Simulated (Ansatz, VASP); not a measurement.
**Yb in VASP and in Ansatz**

```
Yb
1.0
     0.00000    2.61179    2.46814
     2.61179    0.00000    2.46814
     2.61179    2.61179    0.00000
Yb
1
Direct
  0.00000 0.00000 0.00000
```

Change from the starting cell: engineering shear strain xz +0.0000, normal strain along z -0.0550.

Alike in both runs: task single point; functional PBE; k mesh 14 × 14 × 14; occupations gaussian, width 0.15 eV; no spin polarisation.

|  | VASP | Ansatz |
| --- | --- | --- |
| version | VASP 6.6.1 | Ansatz 0.2.0 |
| potentials or method | VASP PAW PBE potentials, release 64 (Yb), cutoff 520 eV | scalar-relativistic, plane waves, PAW |
| valence electrons in the cell | 24 | 24 |

```tsv
	VASP	Ansatz	Ansatz less VASP
gap on the k mesh at the Fermi level (eV)	none	none	-
pressure (GPa)	1.2	1.1	-0.05
```

A gap of «none» marks a metal or a gap that the smearing closes. With one functional, cell and mesh, what is left measures potentials, basis and numerics.

Spin-orbit coupling is off throughout.
